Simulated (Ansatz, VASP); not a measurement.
Two plane-wave programs on Fe

The input INCAR:

```
SYSTEM = Fe
  PREC = Accurate
  ENCUT = 600
  EDIFF = 1E-6
  ISMEAR = -1
  SIGMA = 0.05
  LREAL = .False.
  LASPH = .True.
  NELM = 200
  ALGO = Normal
  ISIF = 2
  LWAVE = .False.
  LCHARG = .False.
  ISPIN = 2
  MAGMOM = 0.4
  LORBIT = 11
  LMAXMIX = 4
  GGA = PE
  NBANDS = 14
  GGA_COMPAT = .False.
```

Contents of KPOINTS:

```
Automatic mesh
0
Gamma
  13 13 13
  0 0 0
```

Contents of POSCAR:

```
Fe
1.0
   -1.4475000000      1.4475000000      1.4475000000
    1.4475000000     -1.4475000000      1.4475000000
    1.4475000000      1.4475000000     -1.4475000000
Fe
1
Direct
    0.0000000000      0.0000000000      0.0000000000
```

Input for Ansatz:

```yaml
crystal:
  lattice:
    - [-1.4475, 1.4475, 1.4475]
    - [1.4475, -1.4475, 1.4475]
    - [1.4475, 1.4475, -1.4475]
  atoms:
    - { symbol: Fe, position: [0.0, 0.0, 0.0], spin: 0.4 }
magnetization:
  spin_polarized: true
hamiltonian:
  xc: pbe
  pseudopotentials: { kind: paw }
basis:
  ecutwfc: 420
kpoints:
  mp_grid: { grid: [13, 13, 13] }
scf:
  occupations: { method: fermi_dirac, width: 0.05 }
  lower_state_search: "off"
output:
  forces: true
  stress: true
```

Change from the starting cell: parallel moments scaled by 0.1, free total moment.

Alike in both runs: task single point; functional PBE; k mesh 13 × 13 × 13; occupations fermi-dirac, width 0.05 eV; collinear spin.

```csv
,VASP,Ansatz
version,VASP 6.6.1,Ansatz 0.2.0
potentials or method,"VASP PAW PBE potentials, release 64 (Fe), cutoff 600 eV","PAW, plane waves, scalar-relativistic"
valence electrons in the cell,8,16
```

|  | VASP | Ansatz | Ansatz less VASP |
| --- | --- | --- | --- |
| pressure (GPa) | -10.0 | -10.5 | -0.46 |
| net moment per atom (μB) | 2.32 | 2.28 | -0.037 |
| size of the moment on the site where the two differ most (μB) | 2.33 | 2.34 | +0.013 |

Site moments also hang on the region over which each program counts them. VASP's potentials hold 8 valence electrons a cell and Ansatz's 16, so a difference there can come from the potentials and not from the codes.
